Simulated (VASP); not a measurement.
# Si16Ge (a cell with a defect) in VASP: a series of runs

Runs on Si16Ge (a cell with a defect). Level: PBE. Tasks: single point.

Everything below comes from runs of VASP 6.6.1. Logs are shortened: lines on timing, memory, paths and dates and some standing lists are left out, and cuts for length are marked.

## Step 1: The cell of the first run

The cell holds a defect, 17 atoms: a = 7.679 Å, b = 7.679 Å, c = 7.679 Å, α = 60.00°, β = 60.00°, γ = 60.00°.

## Step 2: Single point, PBE

File INCAR:

```
SYSTEM = Si16Ge
PREC     = Accurate       ! precision mode
ENCUT    = 520            ! plane-wave cutoff, eV
EDIFF    = 1E-6           ! SCF threshold, eV
ISMEAR   = 0              ! smearing method
SIGMA    = 0.05           ! smearing width, eV
LREAL    = Auto         
LASPH    = .TRUE.         ! aspherical terms in the spheres
NELM     = 100            ! most SCF steps
ALGO     = Normal         ! electronic algorithm
ISIF     = 2              ! what is computed and relaxed
LWAVE    = .FALSE.        ! write WAVECAR
LCHARG   = .FALSE.        ! write CHGCAR
GGA      = PE             ! functional
NBANDS   = 53             ! bands
```

File KPOINTS:

```
regular mesh
0
G
  2 2 2
  0 0 0
```

File POSCAR:

```
Si16Ge
1.0
    0.0000000000      5.4300000000      5.4300000000
    5.4300000000      0.0000000000      5.4300000000
    5.4300000000      5.4300000000      0.0000000000
Si Ge
16 1
Direct
    0.0027663904     -0.0230674954      0.0094525783
    0.1498534991      0.1144439227      0.1206008287
    0.0126965009     -0.0035812155      0.4938548803
    0.1270197053      0.1091679558      0.6374430939
    0.0027918969      0.5101788214      0.0094537753
    0.1078033149      0.6087049724      0.1741467772
   -0.0093936464      0.4797689687      0.5492636280
    0.1270405157      0.6257591160      0.6374412523
    0.5094569061      0.0263489871     -0.0627348066
    0.6082837937      0.1051535912      0.1183397790
    0.4977791897     -0.0075773481      0.4914285451
    0.6431725599      0.1476970534      0.5608909761
    0.4739934622      0.5106348987      0.0040126151
    0.6082988950      0.6676044199      0.1182237569
    0.4977903315      0.5178452118      0.4913199816
    0.6205632597      0.6225569982      0.6336912523
    0.7806598527      0.3007845304      0.1171128913
```

Potentials or basis: VASP PAW PBE potentials, release 64 (Si, Ge_d).

The run is started by

```sh
cat potpaw_PBE.64/Si/POTCAR potpaw_PBE.64/Ge_d/POTCAR > POTCAR
mpirun -np 1 vasp_std > vasp.out
```

OUTCAR:

```text
SYSTEM = Si16Ge
   PREC = Accurate
   ENCUT = 520
   EDIFF = 1E-6
   ISMEAR = 0
   LREAL = Auto
   LASPH = .TRUE.
   NELM = 100
   ISIF = 2
   GGA = PE

 ion  position               nearest neighbor table
   1  0.003  0.977  0.009-   6 2.33   4 2.33  10 2.48   2 2.49  17 2.49
   2  0.150  0.114  0.121-   9 2.29   3 2.34  17 2.46   5 2.49   1 2.49
   3  0.013  0.996  0.494-   8 2.33   4 2.33   2 2.34  12 2.35
   4  0.127  0.109  0.637-   3 2.33  11 2.33   1 2.33   7 2.34
   5  0.003  0.510  0.009-   6 2.33   8 2.33  14 2.48   2 2.49  17 2.49
   6  0.108  0.609  0.174-  13 2.32   1 2.33   5 2.33   7 2.35
   7  0.991  0.480  0.549-  16 2.33   4 2.34   8 2.34   6 2.35
   8  0.127  0.626  0.637-   3 2.33  15 2.33   5 2.33   7 2.34
   9  0.509  0.026  0.937-  10 2.29  14 2.29   2 2.29  12 2.36
  10  0.608  0.105  0.118-   9 2.29  11 2.35  17 2.44   1 2.48  13 2.55
  11  0.498  0.992  0.491-  16 2.32   4 2.33  10 2.35  12 2.35
  12  0.643  0.148  0.561-   3 2.35  11 2.35  15 2.35   9 2.36  17 2.78
  13  0.474  0.511  0.004-   6 2.32  16 2.33  17 2.40  10 2.55  14 2.55
  14  0.608  0.668  0.118-   9 2.29  15 2.35  17 2.44   5 2.48  13 2.55
  15  0.498  0.518  0.491-  16 2.32   8 2.33  14 2.35  12 2.35
  16  0.621  0.623  0.634-  15 2.32  11 2.32  13 2.33   7 2.33
  17  0.781  0.301  0.117-  13 2.40  14 2.44  10 2.44   2 2.46   1 2.49   5 2.49  12 2.78

  LATTYP: Found a face centered cubic cell.
 ALAT       =    10.8600000000

  Lattice vectors:

 A1 = (   0.0000000000,   5.4300000000,   5.4300000000)
 A2 = (   5.4300000000,   0.0000000000,   5.4300000000)
 A3 = (   5.4300000000,   5.4300000000,   0.0000000000)

Analysis of symmetry for initial positions (statically):
=====================================================================
 Subroutine PRICEL returns:
 Original cell was already a primitive cell.

 Routine SETGRP: Setting up the symmetry group for a
 face centered cubic supercell.

 Subroutine GETGRP returns: Found  1 space group operations
 (whereof  1 operations were pure point group operations)
 out of a pool of 48 trial point group operations.

The static configuration has the point symmetry C_1 .

Analysis of symmetry for dynamics (positions and initial velocities):
=====================================================================
 Subroutine PRICEL returns:
 Original cell was already a primitive cell.

 Routine SETGRP: Setting up the symmetry group for a
 face centered cubic supercell.

 Subroutine GETGRP returns: Found  1 space group operations
[... 121 lines left out ...]
   NFREE  =      0    steps in history (QN), initial steepest desc. (CG)
   ISIF   =      2    stress and relaxation
   ISYM   =      2    0-nonsym 1-usesym 2-fastsym
   POTIM  = 0.5000    time-step for ionic-motion
   TEBEG  =    0.0;   TEEND  =   0.0 temperature during run
   PSTRESS=    0.0 pullay stress
   NELECT =      78.0000    total number of electrons
   NUPDOWN=      -1.0000    fix difference up-down
   EMIN   =  10.00;   EMAX   =-10.00  energy-range for DOS
   EFERMI =   0.00;   METHOD = LEGACY
   ISMEAR =     0;   SIGMA  =   0.05  broadening in eV -4-tet -1-fermi 0-gaus
   EFERMI_NEDOS =   21; number of points for ismear=-14 and -15
   IALGO  =     38    algorithm
   IMIX   =      4    mixing-type and parameters
     AMIX     =   0.40;   BMIX     =  1.00
     AMIX_MAG =   1.60;   BMIX_MAG =  1.00
  volume/ion in A,a.u.               =      18.84       127.11
  Fermi-wavevector in a.u.,A,eV,Ry     =   1.022421  1.932096 14.222785  1.045345
  Thomas-Fermi vector in A             =   2.156100
   LORBIT       =      0    0 simple, 1 ext, 2 COOP (PROOUT), +10 PAW based schemes
   GGA     = PE    functional components
   LHFCALC =     F    Hartree Fock is set to
   AEXX    =    0.0000 exact exchange contribution
   IVDW    =     0    specifies the selected vdW correction
   LEPSILON=     F    determine dielectric tensor
   LRPA    =     F    only Hartree local field effects (RPA)
 non-spin polarized calculation
 Gauss-broadening in eV      SIGMA  =   0.05
  energy-cutoff  :      520.00
  volume of cell :      320.21
 maximum number of plane-waves:      8646
 NGX is ok and might be reduce to    60
   NGX = 29   NGY = 29   NGZ = 29

 number of electron      77.9999999 magnetization

 Free energy of the ion-electron system (eV)
  ---------------------------------------------------
  ext. energy  EPLUGINS =         0.00000000
  ---------------------------------------------------
  free energy    TOTEN  =       -86.33639109 eV

  energy without entropy =      -86.32398117  energy(sigma->0) =      -86.33018613

 E-fermi :   6.7630     XC(G=0):  -9.7686

 val. band max:        6.7439129287   @ k =   0.5000   0.5000   0.0000
 cond. band min:       6.7777116893   @ k =   0.0000   0.0000   0.0000
 fundamental gap:      0.0337987606
 Fermi energy:         6.7630400623

 k-point     1 :       0.0000    0.0000    0.0000
  band No.  band energies     occupation
      1     -18.0880      2.00000
      2     -18.0842      2.00000
      3     -17.9885      2.00000
      4     -17.9851      2.00000
      5     -17.9800      2.00000
      6      -6.3829      2.00000
[... 421 lines left out ...]
     50      10.4199      0.00000
     51      10.5061      0.00000
 [bands above 51 left out]

------------------------ aborting loop because EDIFF is reached ----------------------------------------

  FORCE on cell =-STRESS in cart. coord.  units (eV):
  Direction    XX          YY          ZZ          XY          YZ          ZX
  --------------------------------------------------------------------------------------
  -------------------------------------------------------------------------------------
  Total       11.4284982     12.1907514     11.4271079     -1.7946554      1.7948897      1.6402304
  in kB       57.1834378     60.9974350     57.1764815     -8.9797071      8.9808795      8.2070287
  external PRESSURE =      58.4524514 kB  Pullay stress =       0.0000000 kB

 VOLUME and BASIS-vectors are now :
 -----------------------------------------------------------------------------
  energy-cutoff  :      520.00
  volume of cell :      320.21
      direct lattice vectors                 reciprocal lattice vectors
     0.000000000  5.430000000  5.430000000    -0.092081031  0.092081031  0.092081031
     5.430000000  0.000000000  5.430000000     0.092081031 -0.092081031  0.092081031
     5.430000000  5.430000000  0.000000000     0.092081031  0.092081031 -0.092081031

 POSITION                                       TOTAL-FORCE (eV/Angst)
 -----------------------------------------------------------------------------------
      5.35607      0.06635      5.31976         0.051627      0.021817      0.019896
      1.27629      1.46857      1.43514        -0.058077      0.063228      0.057921
      8.09219      2.75057      5.47950        -0.007400      0.008160      0.006620
      4.05410      4.15103      1.28250         0.049776     -0.017235      0.002338
      2.82161      0.06649      2.78543        -0.018468      0.021313     -0.051124
      4.25089      1.53099      3.89064        -0.009529     -0.011902      0.010869
[... 9 lines left out ...]
      6.82143      6.81060      6.75014         0.036802      0.013256     -0.036029
      2.26918      4.87491      5.87224        -0.030831      0.179611      0.031175
 -----------------------------------------------------------------------------------
    total drift:                                0.006615      0.003773     -0.003882

  FREE ENERGIE OF THE ION-ELECTRON SYSTEM (eV)
  ---------------------------------------------------
  free  energy   TOTEN  =       -86.3363910934 eV

  energy  without entropy=      -86.3239811653  energy(sigma->0) =      -86.33018613
```

OSZICAR:

```text
N       E                     dE             d eps       ncg     rms          rms(c)
DAV:   1     0.402561596370E+03    0.40256E+03   -0.30013E+04  1042   0.159E+03
DAV:   2    -0.212412606081E+02   -0.42380E+03   -0.39388E+03   938   0.391E+02
DAV:   3    -0.841442592454E+02   -0.62903E+02   -0.59958E+02  1029   0.105E+02
DAV:   4    -0.877275726372E+02   -0.35833E+01   -0.35281E+01  1072   0.287E+01
DAV:   5    -0.878428406058E+02   -0.11527E+00   -0.11500E+00  1080   0.505E+00    0.143E+01
DAV:   6    -0.867830991756E+02    0.10597E+01   -0.66302E-01  1032   0.263E+00    0.862E+00
DAV:   7    -0.863302274393E+02    0.45287E+00   -0.11861E+00  1008   0.345E+00    0.604E-01
DAV:   8    -0.863339934881E+02   -0.37660E-02   -0.89093E-02  1000   0.135E+00    0.366E-01
DAV:   9    -0.863355777461E+02   -0.15843E-02   -0.57072E-03  1112   0.321E-01    0.216E-01
DAV:  10    -0.863361635226E+02   -0.58578E-03   -0.61222E-04   992   0.974E-02    0.858E-02
DAV:  11    -0.863363792805E+02   -0.21576E-03   -0.28518E-04   960   0.656E-02    0.249E-02
DAV:  12    -0.863363875952E+02   -0.83147E-05   -0.16887E-05  1104   0.201E-02    0.102E-02
DAV:  13    -0.863363912120E+02   -0.36168E-05   -0.73274E-06   976   0.106E-02    0.301E-03
DAV:  14    -0.863363910934E+02    0.11866E-06   -0.37779E-07   584   0.343E-03
   1 F= -.86336391E+02 E0= -.86330186E+02  d E =-.124099E-01
```

stdout:

```text
POSCAR found type information on POSCAR SiGe
 POSCAR found :  2 types and      17 ions
 scaLAPACK will be used
 LDA part: xc-table for (Slater+PW92), standard interpolation
 POSCAR, INCAR and KPOINTS ok, starting setup
 FFT: planning ... GRIDC
 FFT: planning ... GRID_SOFT
 FFT: planning ... GRID
 WAVECAR not read
 entering main loop
```

Wall time 2.3 min (1 thread of AMD EPYC 9R45 (Zen 5), shared host); peak memory 0.46 GiB.

What came out:

```
Free energy            : -86.3364 eV
Pressure               : 5.8 GPa
Largest force          : 0.185 eV/Å
Band gap on the k mesh : zero (band 39 reaches 6.79 eV, above the bottom of band 40 at 6.68 eV)
```

Forces in eV/Å, atoms in the order of the input:
```
Si   0.052  0.022  0.020
Si  -0.058  0.063  0.058
Si  -0.007  0.008  0.007
Si   0.050 -0.017  0.002
Si  -0.018  0.021 -0.051
Si  -0.010 -0.012  0.011
Si  -0.009 -0.096  0.009
Si  -0.003 -0.017 -0.051
Si  -0.066 -0.009  0.066
Si  -0.027 -0.028 -0.068
Si   0.019 -0.016 -0.015
Si  -0.044 -0.075  0.044
Si   0.035  0.005 -0.034
Si   0.068 -0.027  0.028
Si   0.015 -0.014 -0.019
Si   0.037  0.013 -0.036
Ge  -0.031  0.180  0.031
```

Stress tensor (GPa, compression positive):
```
 5.72 -0.90  0.82
-0.90  6.10  0.90
 0.82  0.90  5.72
```

Levels at points of the mesh, in eV from the Fermi level:
| k point | band 37 | band 38 | band 39 | band 40 | band 41 | band 42 |
| --- | --- | --- | --- | --- | --- | --- |
| (0.00, 0.00, 0.00) | -0.58 | -0.55 | -0.50 | -0.08 | 0.01 | 0.24 |
| (0.50, 0.00, 0.00) | -1.30 | -0.91 | -0.24 | 0.24 | 0.76 | 0.91 |
| (0.00, 0.50, 0.00) | -1.34 | -0.94 | -0.15 | 0.21 | 0.78 | 0.90 |
| (0.00, 0.00, 0.50) | -1.25 | -1.17 | -0.14 | 0.41 | 0.54 | 1.20 |
| (0.50, 0.50, 0.50) | -1.34 | -0.94 | -0.15 | 0.21 | 0.78 | 0.90 |
| (0.50, 0.50, 0.00) | -1.70 | -0.78 | -0.02 | 0.51 | 1.34 | 1.48 |
| (0.00, 0.50, 0.50) | -1.70 | -0.78 | -0.02 | 0.51 | 1.34 | 1.48 |
| (0.50, 0.00, 0.50) | -1.72 | -0.86 | 0.02 | 0.49 | 1.31 | 1.43 |

Caveat: the k points lie up to 0.50 Å⁻¹ apart.

(Continued in part 2 of 2.)
